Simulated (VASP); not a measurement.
# Ce (Im-3m) in VASP: further runs

The runs below take Ce through single point, with PBEsol.

Everything below comes from runs of VASP 6.6.1. Logs are shortened: lines on timing, memory, paths and dates and some standing lists are left out, and cuts for length are marked.

### Step 1. The cell of the first run

Symmetry: Im-3m, No. 229, cubic system. The conventional cell has a = 3.887 Å, b = 3.887 Å, c = 3.887 Å, α = 90.00°, β = 90.00°, γ = 90.00°. Ce (site symmetry m-3m) has 14 Ce at 3.37 to 3.89 Å within 4.4 Å.

This isn't the form of Ce at room conditions, which is fcc.

### Step 2. Single point, PBEsol, collinear spin, ferromagnetic start

Contents of INCAR:

```
SYSTEM = Ce
PREC     = Accurate       ! precision mode
ENCUT    = 520            ! plane-wave cutoff, eV
EDIFF    = 1E-7           ! SCF threshold, eV
ISMEAR   = -1             ! smearing method
SIGMA    = 0.05           ! smearing width, eV
LREAL    = .False.        ! projectors in reciprocal space
LASPH    = .True.         ! aspherical terms in the spheres
NELM     = 150            ! most SCF steps
ALGO     = Normal         ! electronic algorithm
ISIF     = 2              ! what is computed and relaxed
LWAVE    = .False.        ! write WAVECAR
LCHARG   = .False.        ! write CHGCAR
ISPIN    = 2              ! spin polarisation
MAGMOM   = 1              ! initial moments
LORBIT   = 11             ! projections on sites
LMAXMIX  = 6              ! l up to which the mixer works
GGA      = PS             ! functional
NBANDS   = 16             ! bands
```

Contents of KPOINTS:

```
regular mesh
0
Gamma
  10 10 10
  0 0 0
```

Contents of POSCAR:

```
Ce
1.0
   -1.9432985503      1.9432985503      1.9432985503
    1.9432985503     -1.9432985503      1.9432985503
    1.9432985503      1.9432985503     -1.9432985503
Ce
1
Direct
    0.0000000000      0.0000000000      0.0000000000
```

Potentials or basis: VASP PAW PBE potentials, release 64 (Ce).

On the command line:

```
$ cat potpaw_PBE.64/Ce/POTCAR > POTCAR
$ mpirun -np 1 vasp_std > vasp.out
```

OUTCAR:

```text
SYSTEM = Ce
   PREC = Accurate
   ENCUT = 520
   EDIFF = 1E-7
   ISMEAR = -1
   LREAL = .False.
   LASPH = .True.
   NELM = 150
   ISIF = 2
   ISPIN = 2
   LORBIT = 11
   GGA = PS

 ion  position               nearest neighbor table
   1  0.000  0.000  0.000-

  LATTYP: Found a body centered cubic cell.
 ALAT       =     3.8865971006

  Lattice vectors:

 A1 = (  -1.9432985503,   1.9432985503,   1.9432985503)
 A2 = (   1.9432985503,  -1.9432985503,   1.9432985503)
 A3 = (   1.9432985503,   1.9432985503,  -1.9432985503)

Analysis of symmetry for initial positions (statically):
=====================================================================
 Subroutine PRICEL returns:
 Original cell was already a primitive cell.

 Routine SETGRP: Setting up the symmetry group for a
 body centered cubic supercell.

 Subroutine GETGRP returns: Found 48 space group operations
 (whereof 48 operations were pure point group operations)
 out of a pool of 48 trial point group operations.

The static configuration has the point symmetry O_h .

Analysis of symmetry for dynamics (positions and initial velocities):
=====================================================================
 Subroutine PRICEL returns:
 Original cell was already a primitive cell.

 Routine SETGRP: Setting up the symmetry group for a
 body centered cubic supercell.

 Subroutine GETGRP returns: Found 48 space group operations
 (whereof 48 operations were pure point group operations)
 out of a pool of 48 trial point group operations.

The dynamic configuration has the point symmetry O_h .

Analysis of structural, dynamic, and magnetic symmetry:
=====================================================================
 Subroutine PRICEL returns:
 Original cell was already a primitive cell.

 Routine SETGRP: Setting up the symmetry group for a
 body centered cubic supercell.

 Subroutine GETGRP returns: Found 48 space group operations
 (whereof 48 operations were pure point group operations)
 out of a pool of 48 trial point group operations.

The overall configuration has the point symmetry O_h .

 Subroutine INISYM returns: Found 48 space group operations
 (whereof 48 operations are pure point group operations),
 and found     1 'primitive' translations

----------------------------------------------------------------------------------------

                                     Primitive cell

  volume of cell :      29.3548

  direct lattice vectors                    reciprocal lattice vectors
    -1.943298550  1.943298550  1.943298550     0.000000000  0.257294485  0.257294485
     1.943298550 -1.943298550  1.943298550     0.257294485  0.000000000  0.257294485
     1.943298550  1.943298550 -1.943298550     0.257294485  0.257294485  0.000000000

  length of vectors
     3.365891823  3.365891823  3.365891823     0.363869350  0.363869350  0.363869350

  position of ions in fractional coordinates (direct lattice)
     0.000000000  0.000000000  0.000000000

  ion indices of the primitive-cell ions
   primitive index   ion index
                 1           1

----------------------------------------------------------------------------------------

 KPOINTS: regular mesh

Automatic generation of k-mesh.
 Grid dimensions read from file:
 generate k-points for:   10   10   10

 Generating k-lattice:

  Cartesian coordinates                     Fractional coordinates (reciprocal lattice)
     0.000000000  0.025729449  0.025729449     0.100000000  0.000000000  0.000000000
     0.025729449  0.000000000  0.025729449     0.000000000  0.100000000  0.000000000
     0.025729449  0.025729449  0.000000000     0.000000000  0.000000000  0.100000000

  Length of vectors
     0.036386935  0.036386935  0.036386935

  Shift w.r.t. Gamma in fractional coordinates (k-lattice)
     0.000000000  0.000000000  0.000000000

 Subroutine IBZKPT returns following result:
 ===========================================

 Found     47 irreducible k-points:

 Following reciprocal coordinates:
            Coordinates               Weight
  0.000000  0.000000  0.000000      1.000000
  0.100000  0.000000  0.000000     12.000000
  0.200000  0.000000  0.000000     12.000000
  0.300000  0.000000  0.000000     12.000000
  0.400000  0.000000  0.000000     12.000000
  0.500000  0.000000  0.000000      6.000000
[... 16 lines left out ...]
  0.300000  0.300000  0.100000      8.000000
 -0.300000  0.300000  0.100000     24.000000
 [... further k-points ...]
   k-points           NKPTS =     47   k-points in BZ     NKDIM =     47   number of bands    NBANDS=     16
   number of dos      NEDOS =    301   number of ions     NIONS =      1
   total plane-waves  NPLWV =  21952
   dimension x,y,z NGX =    28 NGY =   28 NGZ =   28
   dimension x,y,z NGXF=    56 NGYF=   56 NGZF=   56
   ions per type =               1
   NGX,Y,Z   is equivalent  to a cutoff of  13.83, 13.83, 13.83 a.u.
   NGXF,Y,Z  is equivalent  to a cutoff of  27.66, 27.66, 27.66 a.u.
 SYSTEM =  Ce
   PREC   = accura    normal or accurate (medium, high low for compatibility)
   ISTART =      0    job   : 0-new  1-cont  2-samecut
   ICHARG =      2    charge: 1-file 2-atom 10-const
   ISPIN  =      2    spin polarized calculation?
   LNONCOLLINEAR =      F non collinear calculations
   LSORBIT =      F    spin-orbit coupling
   LASPH  =      T    aspherical Exc in radial PAW
   ENCUT  =  520.0 eV  38.22 Ry    6.18 a.u.   6.26  6.26  6.26*2*pi/ulx,y,z
   NELM   =    150;   NELMIN=  2; NELMDL= -5     # of ELM steps
   EDIFF  = 0.1E-06   stopping-criterion for ELM
   LREAL  =      F    real-space projection
   EDIFFG = 0.1E-05   stopping-criterion for IOM
   NSW    =      0    number of steps for IOM
   IBRION =     -1    ionic relax: 0-MD 1-quasi-New 2-CG
   NFREE  =      0    steps in history (QN), initial steepest desc. (CG)
   ISIF   =      2    stress and relaxation
   ISYM   =      2    0-nonsym 1-usesym 2-fastsym
   POTIM  = 0.5000    time-step for ionic-motion
   TEBEG  =    0.0;   TEEND  =   0.0 temperature during run
   PSTRESS=    0.0 pullay stress
   NELECT =      12.0000    total number of electrons
   NUPDOWN=      -1.0000    fix difference up-down
   EMIN   =  10.00;   EMAX   =-10.00  energy-range for DOS
   EFERMI =   0.00;   METHOD = LEGACY
   ISMEAR =    -1;   SIGMA  =   0.05  broadening in eV -4-tet -1-fermi 0-gaus
   EFERMI_NEDOS =   21; number of points for ismear=-14 and -15
   IALGO  =     38    algorithm
   IMIX   =      4    mixing-type and parameters
     AMIX     =   0.40;   BMIX     =  1.00
     AMIX_MAG =   1.60;   BMIX_MAG =  1.00
  volume/ion in A,a.u.               =      29.35       198.10
  Fermi-wavevector in a.u.,A,eV,Ry     =   1.214998  2.296014 20.085209  1.476221
  Thomas-Fermi vector in A             =   2.350400
   LORBIT       =     11    0 simple, 1 ext, 2 COOP (PROOUT), +10 PAW based schemes
   GGA     = PS    functional components
   LHFCALC =     F    Hartree Fock is set to
   AEXX    =    0.0000 exact exchange contribution
   IVDW    =     0    specifies the selected vdW correction
   LEPSILON=     F    determine dielectric tensor
   LRPA    =     F    only Hartree local field effects (RPA)
 spin polarized calculation
  energy-cutoff  :      520.00
  volume of cell :       29.35
 maximum number of plane-waves:       802
 NGX is ok and might be reduce to    28
   NGX = 13   NGY = 13   NGZ = 13

 number of electron      12.0000000 magnetization       0.7563882

 Free energy of the ion-electron system (eV)
  ---------------------------------------------------
  ext. energy  EPLUGINS =         0.00000000
  ---------------------------------------------------
  free energy    TOTEN  =        -6.27524764 eV

  energy without entropy =       -6.23023338  energy(sigma->0) =       -6.25274051

 E-fermi :   8.0984     XC(G=0): -10.9165

 val. band max:        8.0954437171   @ k =   0.2000   0.2000   0.2000
 cond. band min:       8.1121047241   @ k =   0.4000   0.2000   0.0000
 fundamental gap:      0.0166610070
 Fermi energy:         8.0984260529

 spin component 1

 k-point     1 :       0.0000    0.0000    0.0000
  band No.  band energies     occupation
      1     -26.6674      1.00000
      2      -8.1875      1.00000
      3      -8.1875      1.00000
      4      -8.1875      1.00000
      5       4.8931      1.00000
      6       8.0689      0.64344
[... 8 lines left out ...]
     15       9.7263      0.00000
     16      12.5371      0.00000

 k-point     2 :       0.1000    0.0000    0.0000
  band No.  band energies     occupation
      1     -26.6322      1.00000
      2      -8.4325      1.00000
      3      -8.2574      1.00000
      4      -8.1913      1.00000
      5       5.2951      1.00000
      6       7.9913      0.89502
[... 8 lines left out ...]
     15      10.3396      0.00000
     16      12.2389      0.00000

 k-point     3 :       0.2000    0.0000    0.0000
  band No.  band energies     occupation
      1     -26.5384      1.00000
      2      -9.0279      1.00000
      3      -8.4347      1.00000
      4      -8.2016      1.00000
      5       6.1279      1.00000
      6       7.9027      0.98043
[... 8 lines left out ...]
     15      11.6748      0.00000
     16      12.0678      0.00000
[... 362 lines left out ...]
 k-point    23 :       0.3000    0.3000    0.1000
  band No.  band energies     occupation
      1     -26.2460      1.00000
      2      -9.6456      1.00000
      3      -9.6456      1.00000
      4      -8.7159      1.00000
      5       7.4677      1.00000
      6       8.3606      0.00526
[... 8 lines left out ...]
     15      13.6776      0.00000
     16      13.6776      0.00000

 k-point    24 :      -0.3000    0.3000    0.1000
  band No.  band energies     occupation
      1     -26.3907      1.00000
      2      -9.6633      1.00000
      3      -8.7221      1.00000
      4      -8.3813      1.00000
      5       6.6644      1.00000
      6       7.8626      0.99112
[... 8 lines left out ...]
     15      11.7742      0.00000
     16      13.3576      0.00000

 [... further k-points ...]

 spin component 2

 k-point     1 :       0.0000    0.0000    0.0000
  band No.  band energies     occupation
      1     -26.3778      1.00000
      2      -7.9252      1.00000
      3      -7.9252      1.00000
      4      -7.9252      1.00000
      5       5.1601      1.00000
      6       8.4745      0.00054
[... 8 lines left out ...]
     15       9.9958      0.00000
     16      12.7153      0.00000

 k-point     2 :       0.1000    0.0000    0.0000
  band No.  band energies     occupation
      1     -26.3423      1.00000
      2      -8.1705      1.00000
      3      -7.9951      1.00000
      4      -7.9292      1.00000
      5       5.5622      1.00000
      6       8.3819      0.00344
[... 8 lines left out ...]
     15      10.6128      0.00000
     16      12.4319      0.00000

 k-point     3 :       0.2000    0.0000    0.0000
  band No.  band energies     occupation
      1     -26.2481      1.00000
      2      -8.7664      1.00000
      3      -8.1721      1.00000
      4      -7.9400      1.00000
      5       6.3948      1.00000
      6       8.2666      0.03346
[... 8 lines left out ...]
     15      11.9473      0.00000
     16      12.2811      0.00000
[... 362 lines left out ...]
 k-point    23 :       0.3000    0.3000    0.1000
  band No.  band energies     occupation
      1     -25.9542      1.00000
      2      -9.3852      1.00000
      3      -9.3852      1.00000
      4      -8.4554      1.00000
      5       7.7390      0.99925
      6       8.6887      0.00001
[... 8 lines left out ...]
     15      13.8929      0.00000
     16      13.8929      0.00000

 k-point    24 :      -0.3000    0.3000    0.1000
  band No.  band energies     occupation
      1     -26.0997      1.00000
      2      -9.4024      1.00000
      3      -8.4591      1.00000
      4      -8.1199      1.00000
      5       6.9264      1.00000
      6       8.2052      0.10566
[... 8 lines left out ...]
     15      12.0291      0.00000
     16      13.6280      0.00000

 [... further k-points ...]

------------------------ aborting loop because EDIFF is reached ----------------------------------------

  FORCE on cell =-STRESS in cart. coord.  units (eV):
  Direction    XX          YY          ZZ          XY          YZ          ZX
  --------------------------------------------------------------------------------------
  -------------------------------------------------------------------------------------
  Total       -0.8604977     -0.8604977     -0.8604977      0.0000000      0.0000000      0.0000000
  in kB      -46.9657985    -46.9657985    -46.9657985      0.0000000      0.0000000      0.0000000
  external PRESSURE =     -46.9657985 kB  Pullay stress =       0.0000000 kB

 VOLUME and BASIS-vectors are now :
 -----------------------------------------------------------------------------
  energy-cutoff  :      520.00
  volume of cell :       29.35
      direct lattice vectors                 reciprocal lattice vectors
    -1.943298550  1.943298550  1.943298550     0.000000000  0.257294485  0.257294485
     1.943298550 -1.943298550  1.943298550     0.257294485  0.000000000  0.257294485
     1.943298550  1.943298550 -1.943298550     0.257294485  0.257294485  0.000000000

 POSITION                                       TOTAL-FORCE (eV/Angst)
 -----------------------------------------------------------------------------------
      0.00000      0.00000      0.00000        -0.000000      0.000000     -0.000000
 -----------------------------------------------------------------------------------
    total drift:                               -0.000000     -0.000000     -0.000000

  FREE ENERGIE OF THE ION-ELECTRON SYSTEM (eV)
  ---------------------------------------------------
  free  energy   TOTEN  =        -6.2752476383 eV

  energy  without entropy=       -6.2302333796  energy(sigma->0) =       -6.25274051

 total charge

# of ion       s       p       d       f       tot
--------------------------------------------------
    1        2.079   5.567   1.152   0.978   9.777

 magnetization (x)

# of ion       s       p       d       f       tot
--------------------------------------------------
    1        0.004   0.005   0.106   0.493   0.608
```

It took 3.1 min on 1 thread of Intel Xeon 8259CL, shared host; peak memory 0.21 GiB.

What came out:

| Item | Value |
| --- | --- |
| Free energy | -6.2752 eV |
| Pressure | -4.7 GPa |
| Net moment | 0.76 μB per cell |
| Site moments | Ce +0.61 μB |
| Valence electrons inside the program's atomic spheres | Ce 9.78 |

Levels at points of the mesh, in eV from the Fermi level:
Spin up:
| k point | band 2 | band 3 | band 4 | band 5 | band 6 | band 7 | band 8 | band 9 | band 10 | band 11 |
| --- | --- | --- | --- | --- | --- | --- | --- | --- | --- | --- |
| (0.00, 0.00, 0.00) | -16.29 | -16.29 | -16.29 | -3.21 | -0.03 | -0.03 | -0.03 | 0.76 | 0.76 | 0.76 |
| (0.50, 0.00, 0.00) | -18.47 | -16.96 | -16.33 | -2.19 | -0.46 | 0.03 | 0.24 | 0.38 | 0.56 | 0.66 |
| (0.50, 0.50, 0.50) | -17.75 | -17.75 | -17.75 | -2.49 | -2.49 | 0.15 | 0.40 | 0.40 | 0.40 | 0.75 |
Spin down:
```
           k point  band 2  band 3  band 4  band 5  band 6  band 7  band 8  band 9  band 10  band 11
(0.00, 0.00, 0.00)  -16.02  -16.02  -16.02   -2.94    0.38    0.38    0.38    1.05     1.05     1.05
(0.50, 0.00, 0.00)  -18.21  -16.70  -16.07   -1.94   -0.19    0.40    0.55    0.67     0.98     1.04
(0.50, 0.50, 0.50)  -17.48  -17.48  -17.48   -2.28   -2.28    0.44    0.69    0.69     0.69     1.18
```

Caveat: the magnetic or orbital state may not be the lowest; the cell stands under tension; the PAW data sets were made with another functional, which shifts forces and pressure a little; spin-orbit coupling is left out, which moves the levels of the heavy elements; semilocal functionals describe open f shells poorly, which spoils levels, moments and volumes.

(Part 1 of 2 ends here.)
